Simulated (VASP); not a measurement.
# Be3Fe (Pm-3m) in VASP: further runs

Be3Fe is run at these levels: LDA; tasks: single point.

Program: VASP 6.6.1. These are calculated values, not measurements. Logs are shortened: lines on timing, memory, paths and dates and some standing lists are left out, and cuts for length are marked.

### Step 1. The cell of the first run

It takes space group Pm-3m (No. 221, cubic). Conventional cell: a = 3.239 Å, b = 3.239 Å, c = 3.239 Å, α = 90.00°, β = 90.00°, γ = 90.00°. Be (site symmetry 4/mmm) has 8 Be at 2.29 Å and 4 Fe at 2.29 Å within 3.0 Å. Within 3.0 Å of Fe (site symmetry m-3m) lie 12 Be at 2.29 Å.

### Step 2. Single point, LDA, collinear spin, zero start

File INCAR:

```
SYSTEM = Be3Fe
ALGO = Normal ; EDIFF = 1E-6
ENCUT = 520 ; GGA = CA
ISIF = 2 ; ISMEAR = -1
ISPIN = 2 ; LASPH = .True.
LCHARG = .True. ; LELF = .True.
LMAXMIX = 4 ; LORBIT = 11
LREAL = .False. ; LVHAR = .True.
LWAVE = .False. ; MAGMOM = 0 0 0 0
NBANDS = 19 ; NELM = 150
NUPDOWN = 0.0 ; PREC = Accurate
SIGMA = 0.1
```

File KPOINTS:

```
k-points
0
Gamma
  7 7 7
  0 0 0
```

File POSCAR:

```
Be3Fe
1.0
    3.2390010000      0.0000000000      0.0000000000
    0.0000000000      3.2390010000      0.0000000000
    0.0000000000      0.0000000000      3.2390010000
Be Fe
3 1
Direct
    0.0000000000      0.5000000000      0.5000000000
    0.5000000000      0.0000000000      0.5000000000
    0.5000000000      0.5000000000      0.0000000000
    0.0000000000      0.0000000000      0.0000000000
```

Potentials or basis: VASP PAW LDA potentials, release 64 (Be, Fe).

Started as:

```
$ cat potpaw_LDA.64/Be/POTCAR potpaw_LDA.64/Fe/POTCAR > POTCAR
$ mpirun -np 1 vasp_std > vasp.out
```

OUTCAR:

```text
SYSTEM = Be3Fe
   EDIFF = 1E-6
   ENCUT = 520
   GGA = CA
   ISIF = 2
   ISMEAR = -1
   ISPIN = 2
   LASPH = .True.
   LORBIT = 11
   LREAL = .False.
   NELM = 150
   NUPDOWN = 0.0
   PREC = Accurate

 ion  position               nearest neighbor table
   1  0.000  0.500  0.500-   2 2.29   3 2.29   4 2.29   3 2.29   4 2.29   2 2.29   4 2.29   4 2.29
                             2 2.29   3 2.29   3 2.29   2 2.29
   2  0.500  0.000  0.500-   1 2.29   3 2.29   4 2.29   3 2.29   4 2.29   1 2.29   3 2.29   3 2.29
                             1 2.29   4 2.29   4 2.29   1 2.29
   3  0.500  0.500  0.000-   1 2.29   2 2.29   4 2.29   1 2.29   2 2.29   2 2.29   4 2.29   2 2.29
                             1 2.29   4 2.29   1 2.29   4 2.29
   4  0.000  0.000  0.000-   1 2.29   2 2.29   3 2.29   1 2.29   2 2.29   1 2.29   3 2.29   1 2.29
                             2 2.29   3 2.29   2 2.29   3 2.29

  LATTYP: Found a simple cubic cell.
 ALAT       =     3.2390010000

  Lattice vectors:

 A1 = (   3.2390010000,   0.0000000000,   0.0000000000)
 A2 = (   0.0000000000,   3.2390010000,   0.0000000000)
 A3 = (   0.0000000000,   0.0000000000,   3.2390010000)

Analysis of symmetry for initial positions (statically):
=====================================================================
 Subroutine PRICEL returns:
 Original cell was already a primitive cell.

 Routine SETGRP: Setting up the symmetry group for a
 simple cubic supercell.

 Subroutine GETGRP returns: Found 48 space group operations
 (whereof 48 operations were pure point group operations)
 out of a pool of 48 trial point group operations.

The static configuration has the point symmetry O_h .

Analysis of symmetry for dynamics (positions and initial velocities):
=====================================================================
 Subroutine PRICEL returns:
 Original cell was already a primitive cell.

 Routine SETGRP: Setting up the symmetry group for a
 simple cubic supercell.

 Subroutine GETGRP returns: Found 48 space group operations
 (whereof 48 operations were pure point group operations)
 out of a pool of 48 trial point group operations.

The dynamic configuration has the point symmetry O_h .

Analysis of structural, dynamic, and magnetic symmetry:
=====================================================================
 Subroutine PRICEL returns:
 Original cell was already a primitive cell.

 Routine SETGRP: Setting up the symmetry group for a
 simple cubic supercell.

 Subroutine GETGRP returns: Found 48 space group operations
 (whereof 48 operations were pure point group operations)
 out of a pool of 48 trial point group operations.

The overall configuration has the point symmetry O_h .

 Subroutine INISYM returns: Found 48 space group operations
 (whereof 48 operations are pure point group operations),
 and found     1 'primitive' translations

----------------------------------------------------------------------------------------

                                     Primitive cell

  volume of cell :      33.9808

  direct lattice vectors                    reciprocal lattice vectors
     3.239001000  0.000000000  0.000000000     0.308737169  0.000000000  0.000000000
     0.000000000  3.239001000  0.000000000     0.000000000  0.308737169  0.000000000
     0.000000000  0.000000000  3.239001000     0.000000000  0.000000000  0.308737169

  length of vectors
     3.239001000  3.239001000  3.239001000     0.308737169  0.308737169  0.308737169

  position of ions in fractional coordinates (direct lattice)
     0.000000000  0.500000000  0.500000000
     0.500000000  0.000000000  0.500000000
     0.500000000  0.500000000  0.000000000
     0.000000000  0.000000000  0.000000000

  ion indices of the primitive-cell ions
   primitive index   ion index
                 1           1
                 2           2
                 3           3
                 4           4

----------------------------------------------------------------------------------------

 KPOINTS: k-points

Automatic generation of k-mesh.
 Grid dimensions read from file:
 generate k-points for:    7    7    7

 Generating k-lattice:

  Cartesian coordinates                     Fractional coordinates (reciprocal lattice)
     0.044105310  0.000000000  0.000000000     0.142857143  0.000000000  0.000000000
     0.000000000  0.044105310  0.000000000     0.000000000  0.142857143  0.000000000
     0.000000000  0.000000000  0.044105310     0.000000000  0.000000000  0.142857143

  Length of vectors
     0.044105310  0.044105310  0.044105310

  Shift w.r.t. Gamma in fractional coordinates (k-lattice)
     0.000000000  0.000000000  0.000000000

 Subroutine IBZKPT returns following result:
 ===========================================

 Found     20 irreducible k-points:

 Following reciprocal coordinates:
            Coordinates               Weight
  0.000000  0.000000  0.000000      1.000000
  0.142857  0.000000  0.000000      6.000000
  0.285714  0.000000  0.000000      6.000000
  0.428571  0.000000  0.000000      6.000000
  0.142857  0.142857  0.000000     12.000000
  0.285714  0.142857  0.000000     24.000000
[... 12 lines left out ...]
  0.428571  0.428571  0.285714     24.000000
  0.428571  0.428571  0.428571      8.000000
   k-points           NKPTS =     20   k-points in BZ     NKDIM =     20   number of bands    NBANDS=     19
   number of dos      NEDOS =    301   number of ions     NIONS =      4
   total plane-waves  NPLWV =  13824
   dimension x,y,z NGX =    24 NGY =   24 NGZ =   24
   dimension x,y,z NGXF=    48 NGYF=   48 NGZF=   48
   ions per type =               3   1
   NGX,Y,Z   is equivalent  to a cutoff of  12.32, 12.32, 12.32 a.u.
   NGXF,Y,Z  is equivalent  to a cutoff of  24.64, 24.64, 24.64 a.u.
 SYSTEM =  Be3Fe
   PREC   = accura    normal or accurate (medium, high low for compatibility)
   ISTART =      0    job   : 0-new  1-cont  2-samecut
   ICHARG =      2    charge: 1-file 2-atom 10-const
   ISPIN  =      2    spin polarized calculation?
   LNONCOLLINEAR =      F non collinear calculations
   LSORBIT =      F    spin-orbit coupling
   LASPH  =      T    aspherical Exc in radial PAW
   ENCUT  =  520.0 eV  38.22 Ry    6.18 a.u.   6.02  6.02  6.02*2*pi/ulx,y,z
   NELM   =    150;   NELMIN=  2; NELMDL= -5     # of ELM steps
   EDIFF  = 0.1E-05   stopping-criterion for ELM
   LREAL  =      F    real-space projection
   EDIFFG = 0.1E-04   stopping-criterion for IOM
   NSW    =      0    number of steps for IOM
   IBRION =     -1    ionic relax: 0-MD 1-quasi-New 2-CG
   NFREE  =      0    steps in history (QN), initial steepest desc. (CG)
   ISIF   =      2    stress and relaxation
   ISYM   =      2    0-nonsym 1-usesym 2-fastsym
   POTIM  = 0.5000    time-step for ionic-motion
   TEBEG  =    0.0;   TEEND  =   0.0 temperature during run
   PSTRESS=    0.0 pullay stress
   NELECT =      14.0000    total number of electrons
   NUPDOWN=       0.0000    fix difference up-down
   EMIN   =  10.00;   EMAX   =-10.00  energy-range for DOS
   EFERMI =   0.00;   METHOD = LEGACY
   ISMEAR =    -1;   SIGMA  =   0.10  broadening in eV -4-tet -1-fermi 0-gaus
   EFERMI_NEDOS =   21; number of points for ismear=-14 and -15
   IALGO  =     38    algorithm
   IMIX   =      4    mixing-type and parameters
     AMIX     =   0.40;   BMIX     =  1.00
     AMIX_MAG =   1.60;   BMIX_MAG =  1.00
  volume/ion in A,a.u.               =       8.50        57.33
  Fermi-wavevector in a.u.,A,eV,Ry     =   1.218166  2.302000 20.190067  1.483928
  Thomas-Fermi vector in A             =   2.353462
   LORBIT       =     11    0 simple, 1 ext, 2 COOP (PROOUT), +10 PAW based schemes
   GGA     = CA    functional components
   LHFCALC =     F    Hartree Fock is set to
   AEXX    =    0.0000 exact exchange contribution
   IVDW    =     0    specifies the selected vdW correction
   LEPSILON=     F    determine dielectric tensor
   LRPA    =     F    only Hartree local field effects (RPA)
 spin polarized calculation
  energy-cutoff  :      520.00
  volume of cell :       33.98
 maximum number of plane-waves:       934
   NGX = 13   NGY = 13   NGZ = 13

 number of electron      14.0000001 magnetization       0.0000000

 number of electron      14.0000001 magnetization      -0.0000000

 Free energy of the ion-electron system (eV)
  ---------------------------------------------------
  ext. energy  EPLUGINS =         0.00000000
  ---------------------------------------------------
  free energy    TOTEN  =       -22.67364542 eV

  energy without entropy =      -22.56956282  energy(sigma->0) =      -22.62160412

 E-fermi :   6.2703     XC(G=0): -11.6358

 val. band max:        6.2696675070   @ k =   0.1429   0.1429   0.0000
 cond. band min:       6.3355686437   @ k =   0.2857   0.2857   0.2857
 fundamental gap:      0.0659011367
 Fermi energy:         6.2702765737

 spin component 1

 k-point     1 :       0.0000    0.0000    0.0000
  band No.  band energies     occupation
      1      -3.7971      1.00000
      2       3.7827      1.00000
      3       3.7827      1.00000
      4       5.5146      0.99948
      5       5.5146      0.99948
      6       5.5146      0.99948
[... 11 lines left out ...]
     18      19.6618      0.00000
     19      24.1844      0.00000

 k-point     2 :       0.1429    0.0000    0.0000
  band No.  band energies     occupation
      1      -3.5575      1.00000
      2       3.2167      1.00000
      3       3.7554      1.00000
      4       4.7870      1.00000
      5       4.7870      1.00000
      6       5.4297      0.99978
[... 388 lines left out ...]
 k-point    20 :       0.4286    0.4286    0.4286
  band No.  band energies     occupation
      1       1.4497      1.00000
      2       2.9697      1.00000
      3       3.0668      1.00000
      4       3.0668      1.00000
      5       3.6639      1.00000
      6       3.6639      1.00000
[... 11 lines left out ...]
     18      22.3185      0.00000
     19      28.8102      0.00000
 Fermi energy:         6.2702765879

 spin component 2

 k-point     1 :       0.0000    0.0000    0.0000
  band No.  band energies     occupation
      1      -3.7971      1.00000
      2       3.7827      1.00000
      3       3.7827      1.00000
      4       5.5146      0.99948
      5       5.5146      0.99948
      6       5.5146      0.99948
[... 11 lines left out ...]
     18      19.6618      0.00000
     19      24.1844      0.00000

 k-point     2 :       0.1429    0.0000    0.0000
  band No.  band energies     occupation
      1      -3.5575      1.00000
      2       3.2167      1.00000
      3       3.7554      1.00000
      4       4.7870      1.00000
      5       4.7870      1.00000
      6       5.4297      0.99978
[... 388 lines left out ...]
 k-point    20 :       0.4286    0.4286    0.4286
  band No.  band energies     occupation
      1       1.4497      1.00000
      2       2.9697      1.00000
      3       3.0668      1.00000
      4       3.0668      1.00000
      5       3.6639      1.00000
      6       3.6639      1.00000
[... 11 lines left out ...]
     18      22.3185      0.00000
     19      28.8102      0.00000

------------------------ aborting loop because EDIFF is reached ----------------------------------------

  FORCE on cell =-STRESS in cart. coord.  units (eV):
  Direction    XX          YY          ZZ          XY          YZ          ZX
  --------------------------------------------------------------------------------------
  -------------------------------------------------------------------------------------
  Total       -2.3189915     -2.3189915     -2.3189915      0.0000000      0.0000000     -0.0000000
  in kB     -109.3393493   -109.3393493   -109.3393493      0.0000000      0.0000000     -0.0000000
  external PRESSURE =    -109.3393493 kB  Pullay stress =       0.0000000 kB

 VOLUME and BASIS-vectors are now :
 -----------------------------------------------------------------------------
  energy-cutoff  :      520.00
  volume of cell :       33.98
      direct lattice vectors                 reciprocal lattice vectors
     3.239001000  0.000000000  0.000000000     0.308737169  0.000000000  0.000000000
     0.000000000  3.239001000  0.000000000     0.000000000  0.308737169  0.000000000
     0.000000000  0.000000000  3.239001000     0.000000000  0.000000000  0.308737169

 POSITION                                       TOTAL-FORCE (eV/Angst)
 -----------------------------------------------------------------------------------
      0.00000      1.61950      1.61950         0.000000      0.000000      0.000000
      1.61950      0.00000      1.61950         0.000000      0.000000      0.000000
      1.61950      1.61950      0.00000         0.000000      0.000000      0.000000
      0.00000      0.00000      0.00000         0.000000      0.000000      0.000000
 -----------------------------------------------------------------------------------
    total drift:                                0.000000      0.000000      0.000000

  FREE ENERGIE OF THE ION-ELECTRON SYSTEM (eV)
  ---------------------------------------------------
  free  energy   TOTEN  =       -22.6736454166 eV

  energy  without entropy=      -22.5695628178  energy(sigma->0) =      -22.62160412

 total charge

# of ion       s       p       d       tot
------------------------------------------
    1        0.440   0.724   0.000   1.164
    2        0.440   0.724   0.000   1.164
    3        0.440   0.724   0.000   1.164
    4        0.455   0.566   6.534   7.556
--------------------------------------------------
tot          1.777   2.737   6.534  11.048

 magnetization (x)

# of ion       s       p       d       tot
------------------------------------------
    1        0.000   0.000   0.000   0.000
    2        0.000   0.000   0.000   0.000
    3        0.000   0.000   0.000   0.000
    4       -0.000  -0.000   0.000  -0.000
--------------------------------------------------
tot          0.000   0.000   0.000   0.000
```

Wall time 31 s (1 thread of AMD EPYC 7R13 (Zen 3), shared host); peak memory 0.11 GiB.

What came out:

```
Free energy                                           : -22.6736 eV
Pressure                                              : -10.9 GPa
Net moment                                            : 0.00 μB per cell
Valence electrons inside the program's atomic spheres : Be 1.16; Fe 7.56
```

Caveat: the total moment is fixed, so each spin has its own Fermi level.

### Step 3. Single point, LDA, collinear spin, ferrimagnetic start

File INCAR:

```
  ALGO = Normal
  EDIFF = 1E-6
  ENCUT = 520
  ISIF = 2
  ISMEAR = -1
  ISPIN = 2
  LASPH = T
  LCHARG = F
  LMAXMIX = 4
  LORBIT = 11
  LREAL = F
  LWAVE = F
  MAGMOM = -0.02 -0.02 -0.02 0.82
  NBANDS = 19
  NELM = 150
  NUPDOWN = 0.7
  PREC = Accurate
  SIGMA = 0.1
```

File KPOINTS:

```
k-points
0
Gamma
  7 7 7
```

POSCAR is that of step 2.

Potentials or basis: VASP PAW LDA potentials, release 64 (Be, Fe).

Started as:

```
$ cat potpaw_LDA.64/Be/POTCAR potpaw_LDA.64/Fe/POTCAR > POTCAR
$ mpirun -np 1 vasp_std > vasp.out
```

Run time: 26 s. Hardware: 1 thread of AMD EPYC 7R13 (Zen 3), shared host; peak memory 0.11 GiB.

Results (log left out):

| Quantity | Value |
| --- | --- |
| Free energy | -22.7010 eV |
| Pressure | -10.3 GPa |
| Net moment | 0.70 μB per cell |
| Site moments | Be -0.02; Fe +0.75 μB |
| Valence electrons inside the program's atomic spheres | Be 1.17; Fe 7.55 |

Caveat: the total moment is fixed, so each spin has its own Fermi level.

(Part 1 of 2 ends here.)
